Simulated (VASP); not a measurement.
# SnSe (Pnma) in VASP: a series of runs

SnSe is run at these levels: r2SCAN+rVV10; tasks: relaxation of cell and atoms, single point.

Everything below comes from runs of VASP 6.6.1. Logs are shortened: lines on timing, memory, paths and dates and some standing lists are left out, and cuts for length are marked.

**Experimental background.**

From “Linear dichroism of the optical properties of SnS and SnSe van der Waals crystals”, 2024, arxiv:2409.17412, for a bulk crystal of SnSe at 20 K: band gap 0.99 eV (indirect).

How close the calculation comes is told below.

## Step 1: The cell of the first run

It takes space group Pnma (No. 62, orthorhombic). Conventional cell: a = 11.541 Å, b = 4.175 Å, c = 4.378 Å, α = 90.00°, β = 90.00°, γ = 90.00°. Sn (site symmetry m) has 6 Se at 2.76 to 3.47 Å and 2 Sn at 3.54 Å within 3.6 Å. Within 3.6 Å of Se (site symmetry m) lie 6 Sn at 2.76 to 3.47 Å.

## Step 2: Relaxation of cell and atoms, r2SCAN+rVV10

POSCAR

```
SnSe
1.0
   11.5409843982      0.0000000000      0.0000000000
    0.0000000000      4.1747053106      0.0000000000
    0.0000000000      0.0000000000      4.3783148136
Sn Se
4 4
Direct
    0.1187740233      0.2500000000      0.0923510059
    0.3812259767      0.7500000000      0.5923510059
    0.6187740233      0.2500000000      0.4076489941
    0.8812259767      0.7500000000      0.9076489941
    0.3566783342      0.2500000000      0.0205842988
    0.1433216658      0.7500000000      0.5205842988
    0.8566783342      0.2500000000      0.4794157012
    0.6433216658      0.7500000000      0.9794157012
```

INCAR.step1

```
ALGO = Normal
EDIFF = 1E-5
EDIFFG = -0.005
ENCUT = 550
GGA = PE
GGA_COMPAT = False
IBRION = 2
ISIF = 3
ISMEAR = -1
KPAR = 4
LASPH = True
LCHARG = False
LREAL = False
LWAVE = True
NELM = 120
NELMIN = 4
NSW = 100
PREC = Accurate
SIGMA = 0.02
```

INCAR.step2

```
ALGO = Normal
BPARAM = 11.95
CPARAM = 0.0093
EDIFF = 1E-7
EDIFFG = -0.005
ENCUT = 550
GGA_COMPAT = False
IBRION = 2
ISIF = 3
ISMEAR = -1
ISTART = 1
IVDW_NL = 2
KPAR = 4
LASPH = True
LCHARG = False
LMIXTAU = True
LREAL = False
LUSE_VDW = True
LWAVE = False
METAGGA = R2SCAN
NELM = 120
NELMIN = 4
NSW = 80
PREC = Accurate
SIGMA = 0.02
```

KPOINTS

```
k-points
0
Gamma
  2 6 6
```

Potentials or basis: VASP PAW PBE potentials, release 64 (Sn_d, Se).

The run is started by

```console
$ cat potpaw_PBE.64/Sn_d/POTCAR potpaw_PBE.64/Se/POTCAR > POTCAR
$ cp INCAR.step1 INCAR
$ mpirun -np 4 vasp_std > vasp.out
$ cp INCAR.step2 INCAR
$ mpirun -np 4 vasp_std > vasp.out
```

OUTCAR:

```text
BPARAM = 11.95
   EDIFF = 1E-7
   EDIFFG = -0.005
   ENCUT = 550
   IBRION = 2
   ISIF = 3
   ISMEAR = -1
   ISTART = 1
   IVDW_NL = 2
   LASPH = True
   LREAL = False
   METAGGA = R2SCAN
   NELM = 120
   NELMIN = 4
   NSW = 80
   PREC = Accurate

 ion  position               nearest neighbor table
   1  0.119  0.250  0.092-   5 2.76   6 2.82   6 2.82   6 3.27   6 3.27   4 3.54   4 3.54
   2  0.381  0.750  0.592-   6 2.76   5 2.82   5 2.82   5 3.27   5 3.27   3 3.54   3 3.54
   3  0.619  0.250  0.408-   7 2.76   8 2.82   8 2.82   8 3.27   8 3.27   2 3.54   2 3.54
   4  0.881  0.750  0.908-   8 2.76   7 2.82   7 2.82   7 3.27   7 3.27   1 3.54   1 3.54
   5  0.357  0.250  0.021-   1 2.76   2 2.82   2 2.82   2 3.27   2 3.27
   6  0.143  0.750  0.521-   2 2.76   1 2.82   1 2.82   1 3.27   1 3.27
   7  0.857  0.250  0.479-   3 2.76   4 2.82   4 2.82   4 3.27   4 3.27
   8  0.643  0.750  0.979-   4 2.76   3 2.82   3 2.82   3 3.27   3 3.27

  LATTYP: Found a simple orthorhombic cell.
 ALAT       =     4.1747053106
 B/A-ratio  =     1.0487721858
 C/A-ratio  =     2.7645027707

  Lattice vectors:

 A1 = (   0.0000000000,   4.1747053106,   0.0000000000)
 A2 = (   0.0000000000,   0.0000000000,   4.3783148136)
 A3 = (  11.5409843982,   0.0000000000,   0.0000000000)

Analysis of symmetry for initial positions (statically):
=====================================================================
 Subroutine PRICEL returns:
 Original cell was already a primitive cell.

 Routine SETGRP: Setting up the symmetry group for a
 simple orthorhombic supercell.

 Subroutine GETGRP returns: Found  8 space group operations
 (whereof  2 operations were pure point group operations)
 out of a pool of  8 trial point group operations.

The static configuration has the point symmetry S_2 .
 The point group associated with its full space group is D_2h.

Analysis of symmetry for dynamics (positions and initial velocities):
=====================================================================
 Subroutine PRICEL returns:
 Original cell was already a primitive cell.

 Routine SETGRP: Setting up the symmetry group for a
 simple orthorhombic supercell.

 Subroutine GETGRP returns: Found  8 space group operations
 (whereof  2 operations were pure point group operations)
 out of a pool of  8 trial point group operations.

The dynamic configuration has the point symmetry S_2 .
 The point group associated with its full space group is D_2h.

 Subroutine INISYM returns: Found  8 space group operations
 (whereof  2 operations are pure point group operations),
 and found     1 'primitive' translations

----------------------------------------------------------------------------------------

                                     Primitive cell

  volume of cell :     210.9481

  direct lattice vectors                    reciprocal lattice vectors
    11.540984398  0.000000000  0.000000000     0.086647721  0.000000000  0.000000000
     0.000000000  4.174705311  0.000000000     0.000000000  0.239537866  0.000000000
     0.000000000  0.000000000  4.378314814     0.000000000  0.000000000  0.228398378

  length of vectors
    11.540984398  4.174705311  4.378314814     0.086647721  0.239537866  0.228398378

  position of ions in fractional coordinates (direct lattice)
     0.118774023  0.250000000  0.092351006
     0.381225977  0.750000000  0.592351006
     0.618774023  0.250000000  0.407648994
     0.881225977  0.750000000  0.907648994
     0.356678334  0.250000000  0.020584299
     0.143321666  0.750000000  0.520584299
     0.856678334  0.250000000  0.479415701
     0.643321666  0.750000000  0.979415701

  ion indices of the primitive-cell ions
   primitive index   ion index
                 1           1
                 2           2
                 3           3
                 4           4
                 5           5
                 6           6
                 7           7
                 8           8

----------------------------------------------------------------------------------------

 KPOINTS: k-points

Automatic generation of k-mesh.
 Grid dimensions read from file:
 generate k-points for:    2    6    6

 Generating k-lattice:

  Cartesian coordinates                     Fractional coordinates (reciprocal lattice)
     0.043323861  0.000000000  0.000000000     0.500000000  0.000000000  0.000000000
     0.000000000  0.039922978  0.000000000     0.000000000  0.166666667  0.000000000
     0.000000000  0.000000000  0.038066396     0.000000000  0.000000000  0.166666667

  Length of vectors
     0.043323861  0.039922978  0.038066396

  Shift w.r.t. Gamma in fractional coordinates (k-lattice)
     0.000000000  0.000000000  0.000000000

 Subroutine IBZKPT returns following result:
 ===========================================

 Found     32 irreducible k-points:

 Following reciprocal coordinates:
            Coordinates               Weight
  0.000000  0.000000  0.000000      1.000000
  0.500000  0.000000  0.000000      1.000000
  0.000000  0.166667  0.000000      2.000000
  0.500000  0.166667  0.000000      2.000000
  0.000000  0.333333  0.000000      2.000000
  0.500000  0.333333  0.000000      2.000000
[... 16 lines left out ...]
  0.000000  0.500000  0.333333      2.000000
  0.500000  0.500000  0.333333      2.000000
 [... further k-points ...]
   k-points           NKPTS =     32   k-points in BZ     NKDIM =     32   number of bands    NBANDS=     48
   number of dos      NEDOS =    301   number of ions     NIONS =      8
   total plane-waves  NPLWV = 103680
   dimension x,y,z NGX =    90 NGY =   32 NGZ =   36
   dimension x,y,z NGXF=   180 NGYF=   64 NGZF=   72
   ions per type =               4   4
   NGX,Y,Z   is equivalent  to a cutoff of  12.96, 12.74, 13.67 a.u.
   NGXF,Y,Z  is equivalent  to a cutoff of  25.93, 25.49, 27.34 a.u.
 SYSTEM =  unknown system
   PREC   = accura    normal or accurate (medium, high low for compatibility)
   ISTART =      1    job   : 0-new  1-cont  2-samecut
   ICHARG =      0    charge: 1-file 2-atom 10-const
   ISPIN  =      1    spin polarized calculation?
   LNONCOLLINEAR =      F non collinear calculations
   LSORBIT =      F    spin-orbit coupling
   LASPH  =      T    aspherical Exc in radial PAW
   ENCUT  =  550.0 eV  40.42 Ry    6.36 a.u.  22.07  7.98  8.37*2*pi/ulx,y,z
   NELM   =    120;   NELMIN=  4; NELMDL=  0     # of ELM steps
   EDIFF  = 0.1E-06   stopping-criterion for ELM
   LREAL  =      F    real-space projection
   EDIFFG = -.5E-02   stopping-criterion for IOM
   NSW    =     80    number of steps for IOM
   IBRION =      2    ionic relax: 0-MD 1-quasi-New 2-CG
   NFREE  =      1    steps in history (QN), initial steepest desc. (CG)
   ISIF   =      3    stress and relaxation
   ISYM   =      2    0-nonsym 1-usesym 2-fastsym
   POTIM  = 0.5000    time-step for ionic-motion
   TEBEG  =    0.0;   TEEND  =   0.0 temperature during run
   PSTRESS=    0.0 pullay stress
   NELECT =      80.0000    total number of electrons
   NUPDOWN=      -1.0000    fix difference up-down
   EMIN   =  10.00;   EMAX   =-10.00  energy-range for DOS
   EFERMI =   0.00;   METHOD = LEGACY
   ISMEAR =    -1;   SIGMA  =   0.02  broadening in eV -4-tet -1-fermi 0-gaus
   EFERMI_NEDOS =   21; number of points for ismear=-14 and -15
   IALGO  =     38    algorithm
   IMIX   =      4    mixing-type and parameters
     AMIX     =   0.40;   BMIX     =  1.00
     AMIX_MAG =   1.60;   BMIX_MAG =  1.00
  volume/ion in A,a.u.               =      26.37       177.94
  Fermi-wavevector in a.u.,A,eV,Ry     =   1.184985  2.239297 19.105165  1.404190
  Thomas-Fermi vector in A             =   2.321188
   LORBIT       =      0    0 simple, 1 ext, 2 COOP (PROOUT), +10 PAW based schemes
   METAGGA = R2SCAN    functional components
   LHFCALC =     F    Hartree Fock is set to
   AEXX    =    0.0000 exact exchange contribution
   IVDW_NL    =     2    kernel type
   BPARAM     =11.9500
   IVDW    =     0    specifies the selected vdW correction
   LEPSILON=     F    determine dielectric tensor
   LRPA    =     F    only Hartree local field effects (RPA)
 conjugate gradient relaxation of ions
 non-spin polarized calculation
  energy-cutoff  :      550.00
  volume of cell :      210.95
 maximum number of plane-waves:      6232
 NGX is ok and might be reduce to    90
   NGX = 45   NGY = 15   NGZ = 17

--------------------------------------- Ionic step        1  -------------------------------------------

 number of electron      79.9999990 magnetization

 Free energy of the ion-electron system (eV)
  ---------------------------------------------------
  ext. energy  EPLUGINS =         0.00000000
  ---------------------------------------------------
  free energy    TOTEN  =      -157.72090821 eV

  energy without entropy =     -157.72090821  energy(sigma->0) =     -157.72090821

------------------------ aborting loop because EDIFF is reached ----------------------------------------

  FORCE on cell =-STRESS in cart. coord.  units (eV):
  Direction    XX          YY          ZZ          XY          YZ          ZX
  --------------------------------------------------------------------------------------
  -------------------------------------------------------------------------------------
  Total        0.3006225      0.2937363      0.8015591      0.0000000      0.0000000      0.0000000
  in kB        2.2832654      2.2309637      6.0879412      0.0000000      0.0000000      0.0000000
  external PRESSURE =       3.5340568 kB  Pullay stress =       0.0000000 kB
[... 107 lines left out ...]
  FREE ENERGIE OF THE ION-ELECTRON SYSTEM (eV)
  ---------------------------------------------------
  free  energy   TOTEN  =      -157.7557812919 eV

  energy  without entropy=     -157.7557812919  energy(sigma->0) =     -157.75578129

[... ionic steps 4 to 32 ...]

--------------------------------------- Ionic step       33  -------------------------------------------

 number of electron      80.0000010 magnetization

------------------------ aborting loop because EDIFF is reached ----------------------------------------
[... 79 lines left out ...]
--------------------------------------- Ionic step       35  -------------------------------------------

 number of electron      80.0000010 magnetization

 Free energy of the ion-electron system (eV)
  ---------------------------------------------------
  ext. energy  EPLUGINS =         0.00000000
  ---------------------------------------------------
  free energy    TOTEN  =      -157.77851756 eV

  energy without entropy =     -157.77851756  energy(sigma->0) =     -157.77851756

 E-fermi :   5.4377     XC(G=0): -10.1706

 val. band max:        4.9833817892   @ k =   0.0000   0.0000   0.3333
 cond. band min:       5.8688367660   @ k =   0.0000   0.3333   0.0000
 fundamental gap:      0.8854549768
 Fermi energy:         5.4376656929

 k-point     1 :       0.0000    0.0000    0.0000
  band No.  band energies     occupation
      1     -16.9489      2.00000
      2     -16.9329      2.00000
      3     -16.9294      2.00000
      4     -16.9253      2.00000
      5     -16.9214      2.00000
      6     -16.9210      2.00000
[... 1213 lines left out ...]
     47       9.0775      0.00000
     48       9.0775      0.00000

 [... further k-points ...]

------------------------ aborting loop because EDIFF is reached ----------------------------------------

  FORCE on cell =-STRESS in cart. coord.  units (eV):
  Direction    XX          YY          ZZ          XY          YZ          ZX
  --------------------------------------------------------------------------------------
  -------------------------------------------------------------------------------------
  Total        0.0050015      0.0225451     -0.0144202      0.0000000     -0.0000000      0.0000000
  in kB        0.0366335      0.1651325     -0.1056215      0.0000000     -0.0000000      0.0000000
  external PRESSURE =       0.0320482 kB  Pullay stress =       0.0000000 kB
[... 23 lines left out ...]
  FREE ENERGIE OF THE ION-ELECTRON SYSTEM (eV)
  ---------------------------------------------------
  free  energy   TOTEN  =      -157.7785175550 eV

  energy  without entropy=     -157.7785175550  energy(sigma->0) =     -157.77851756

 reached required accuracy - stopping structural energy minimisation
```

Run time: 2 h. Hardware: 4 MPI ranks of Intel Xeon 6975P-C (Granite Rapids), shared host; peak memory 0.88 GiB.

What came out:

```yaml
Free_energy: -157.7785 eV
Relaxed_volume: 27.34 Å³/atom
Relaxed_cell: a = 11.593 Å, b = 4.129 Å, c = 4.570 Å, α = 90.00°, β = 90.00°, γ = 90.00°
Space_group_after_relaxing_to_0.1_Å: Pnma (No. 62)
Energy_gained_by_relaxing: 7.2 meV/atom
Ionic_steps: 35
Pressure_after_relaxing: 0.0 GPa
Largest_force_after_relaxing: 0.003 eV/Å
Band_gap_on_the_k_mesh: 0.89 eV (least direct gap 1.17 eV)
```

Forces on the atoms (eV/Å):
```
Sn   0.000  0.000  0.003
Sn   0.000  0.000  0.003
Sn   0.000  0.000 -0.003
Sn   0.000  0.000 -0.003
Se   0.002  0.000 -0.003
Se  -0.002  0.000 -0.003
Se   0.002  0.000  0.003
Se  -0.002  0.000  0.003
```

Step by step:
```tsv
step	energy change (eV)	largest force (eV/Å)	pressure (GPa)	volume (Å³)
1	0.0000	0.1894	0.35	210.95
2	-0.0153	0.1626	0.12	212.73
3	-0.0349	0.1198	-0.42	217.76
4	-0.0452	0.0591	0.00	217.29
5	-0.0470	0.0646	0.23	217.03
6	-0.0493	0.0333	0.04	218.00
7	-0.0495	0.0222	-0.04	218.43
8	-0.0510	0.0264	-0.07	218.71
9	-0.0530	0.0420	-0.13	219.36
10	-0.0531	0.0482	-0.16	219.61
11	-0.0542	0.0498	0.07	218.91
12	-0.0543	0.0509	0.09	218.83
13	-0.0552	0.0291	0.04	218.99
14	-0.0554	0.0265	-0.01	219.14
15	-0.0562	0.0169	-0.05	219.19
16	-0.0563	0.0125	-0.07	219.21
17	-0.0564	0.0209	0.06	218.63
18	-0.0564	0.0188	0.04	218.76
19	-0.0566	0.0184	0.03	218.63
20	-0.0568	0.0208	0.03	218.43
21	-0.0569	0.0176	-0.01	218.50
22	-0.0570	0.0221	-0.04	218.54
23	-0.0571	0.0134	0.03	218.33
24	-0.0571	0.0119	0.04	218.30
25	-0.0573	0.0085	0.03	218.38
26	-0.0574	0.0080	0.03	218.47
27	-0.0574	0.0150	0.01	218.65
28	-0.0574	0.0102	0.02	218.54
29	-0.0575	0.0068	-0.01	218.74
30	-0.0575	0.0065	-0.03	218.85
31	-0.0576	0.0089	0.01	218.71
32	-0.0576	0.0086	0.01	218.72
33	-0.0576	0.0068	0.01	218.73
34	-0.0576	0.0053	0.01	218.73
35	-0.0576	0.0034	0.00	218.74
```

Final structure:
```cif
data_structure
_symmetry_space_group_name_H-M 'P 1'
_symmetry_Int_Tables_number 1
_cell_length_a 11.5930
_cell_length_b 4.1290
_cell_length_c 4.5698
_cell_angle_alpha 90.000
_cell_angle_beta 90.000
_cell_angle_gamma 90.000
_cell_volume 218.74
loop_
_atom_site_label
_atom_site_type_symbol
_atom_site_fract_x
_atom_site_fract_y
_atom_site_fract_z
_atom_site_occupancy
Sn1 Sn 0.11879 0.25000 0.11213 1
Sn2 Sn 0.38121 0.75000 0.61213 1
Sn3 Sn 0.61879 0.25000 0.38787 1
Sn4 Sn 0.88121 0.75000 0.88787 1
Se1 Se 0.35311 0.25000 0.01194 1
Se2 Se 0.14689 0.75000 0.51194 1
Se3 Se 0.85311 0.25000 0.48806 1
Se4 Se 0.64689 0.75000 0.98806 1
```

Caveat: the PAW data sets were made with another functional, which shifts forces and pressure a little; spin-orbit coupling is left out, which moves the levels of the heavy elements. A k mesh can miss the band edges.

## Step 3: Single point, r2SCAN+rVV10

This run uses another cell than the first one, of 27.28 Å³/atom.

POSCAR

```
SnSe
1.0
   11.5794963732      0.0000000000      0.0000000000
    0.0000000000      4.1271461132      0.0000000000
    0.0000000000      0.0000000000      4.5666930321
Sn Se
4 4
Direct
    0.1187874300      0.2500000000      0.1129354511
    0.3812125700      0.7500000000      0.6129354511
    0.6187874300      0.2500000000      0.3870645489
    0.8812125700      0.7500000000      0.8870645489
    0.3531524710      0.2500000000      0.0119862630
    0.1468475290      0.7500000000      0.5119862630
    0.8531524710      0.2500000000      0.4880137370
    0.6468475290      0.7500000000      0.9880137370
```

INCAR.step1

```
PREC = Accurate
ENCUT = 550
ISMEAR = -1
SIGMA = 0.02
LREAL = False
LASPH = True
NELM = 120
NBANDS = 50
GGA = PE
ALGO = Normal
EDIFF = 1E-5
LWAVE = True
LCHARG = False
GGA_COMPAT = False
```

INCAR.step2

```
PREC = Accurate
ENCUT = 550
EDIFF = 1E-6
ISMEAR = -1
SIGMA = 0.02
LREAL = False
LASPH = True
NELM = 120
ALGO = Normal
ISIF = 2
LWAVE = False
LCHARG = True
METAGGA = R2SCAN
LMIXTAU = True
LUSE_VDW = True
IVDW_NL = 2
BPARAM = 11.95
CPARAM = 0.0093
LELF = True
LVHAR = True
NBANDS = 50
ISTART = 1
GGA_COMPAT = False
```

KPOINTS

```
Automatic mesh
0
Gamma
  2 6 6
```

Potentials or basis: VASP PAW PBE potentials, release 64 (Sn_d, Se).

The run is started by

```console
$ cat potpaw_PBE.64/Sn_d/POTCAR potpaw_PBE.64/Se/POTCAR > POTCAR
$ cp INCAR.step1 INCAR
$ mpirun -np 1 vasp_std > vasp.out
$ cp INCAR.step2 INCAR
$ mpirun -np 1 vasp_std > vasp.out
```

It took 34 min on 1 thread of Oxide Virtual Turin-like, shared host; peak memory 0.87 GiB.

Results (log left out):

```
Free energy            : -157.7807 eV
Pressure               : 0.2 GPa
Largest force          : 0.025 eV/Å
Band gap on the k mesh : 0.89 eV (least direct gap 1.18 eV)
```

Forces on the atoms (eV/Å):
```
Sn  -0.019  0.000 -0.017
Sn   0.019  0.000 -0.017
Sn  -0.019  0.000  0.017
Sn   0.019  0.000  0.017
Se   0.009  0.000  0.015
Se  -0.009  0.000  0.015
Se   0.009  0.000 -0.015
Se  -0.009  0.000 -0.015
```

Levels at points of the mesh, in eV from the valence-band top:
```csv
k point,band 38,band 39,band 40,band 41,band 42,band 43
"(0.00, 0.00, 0.00)",-1.06,-0.77,-0.34,1.01,3.04,3.08
"(0.50, 0.00, 0.00)",-1.89,-0.51,-0.51,2.75,2.75,2.82
"(0.00, 0.50, 0.00)",-1.02,-1.01,-1.01,1.39,1.39,1.60
"(0.50, 0.50, 0.00)",-1.16,-1.16,-1.16,1.74,1.74,1.74
"(0.00, 0.00, 0.50)",-0.83,-0.09,-0.09,1.57,1.57,2.08
"(0.50, 0.00, 0.50)",-0.56,-0.10,-0.10,1.55,1.55,2.08
"(0.00, 0.50, 0.50)",-2.24,-1.41,-1.41,2.94,2.94,3.23
"(0.50, 0.50, 0.50)",-1.53,-1.53,-1.53,2.76,2.76,2.76
```

Caveat: the PAW data sets were made with another functional, which shifts forces and pressure a little; spin-orbit coupling is left out, which moves the levels of the heavy elements.

## Step 4: How close it comes

Step 3. A measured gap of SnSe is 0.99 eV (indirect; 20 K; “Linear dichroism of the optical properties of SnS and SnSe van der Waals crystals”, 2024, arxiv:2409.17412); the calculated 0.89 eV misses it by -0.10 eV. 2 values of this kind are on record (0.89 to 0.99 eV); this one was drawn at random. Spin-orbit coupling on Se, Sn is left out. The value is that of r2SCAN+rVV10 on a finite k mesh, which can miss the band edges, without temperature or zero-point motion.
